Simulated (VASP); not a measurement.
Here is a VASP 6.6.1 calculation.

File INCAR:

```
SYSTEM = Pt
PREC = Accurate
ENCUT = 520
EDIFF = 1E-6
ISMEAR = 0
SIGMA = 0.1
LREAL = Auto
LASPH = .TRUE.
NELM = 60
ALGO = Normal
ISIF = 2
LWAVE = .FALSE.
LCHARG = .FALSE.
LDIPOL = .TRUE.
IDIPOL = 3
DIPOL = 0.5 0.5 0.474
GGA = PE
IVDW = 12
NBANDS = 99
```

Contents of KPOINTS:

```
Automatic mesh
0
G
  6 6 1
  0 0 0
```

Contents of POSCAR:

```
Pt
1.0
    5.5558884584      0.0000000000      0.0000000000
   -2.7779442292      4.8115405456      0.0000000000
    0.0000000000      0.0000000000     25.8045458955
Pt
17
Direct
    0.3333333333      0.1666666667      0.3293993250
    0.3333333333      0.6666666667      0.3293993250
    0.8333333333      0.1666666667      0.3293993250
    0.8333333333      0.6666666667      0.3293993250
    0.6666666667      0.3333333333      0.4172978672
    0.6666666667      0.8333333333      0.4172978672
    0.1666666667      0.3333333333      0.4172978672
    0.1666666667      0.8333333333      0.4172978672
   -0.0037392914      0.4981303543      0.5043554612
    0.0000000000      0.0000000000      0.5063090336
    0.5018696457      0.4981303543      0.5043554612
    0.5018696457      0.0037392914      0.5043554612
    0.3333333333      0.6666666667      0.5863769402
    0.3340015679      0.1670007840      0.5963743233
    0.8329992160      0.6659984321      0.5963743233
    0.8329992160      0.1670007840      0.5963743233
    0.3333333333      0.6666666667      0.6795917659
```

Potentials or basis: VASP PAW PBE potentials, release 64 (Pt).

Command:

```bash
$ cat potpaw_PBE.64/Pt/POTCAR > POTCAR
$ mpirun -np 1 vasp_std > vasp.out
```

(1) What does it give for the band gap on the k mesh?

(2) Estimate the largest force.

(3) Predict the dispersion energy per atom.

Answers

(1) zero (bands 85 and 86 overlap by 0.67 eV).

(2) 0.269 eV/Å.

(3) -0.577 eV.

Caveat: spin-orbit coupling is left out, which moves the levels of the heavy elements.
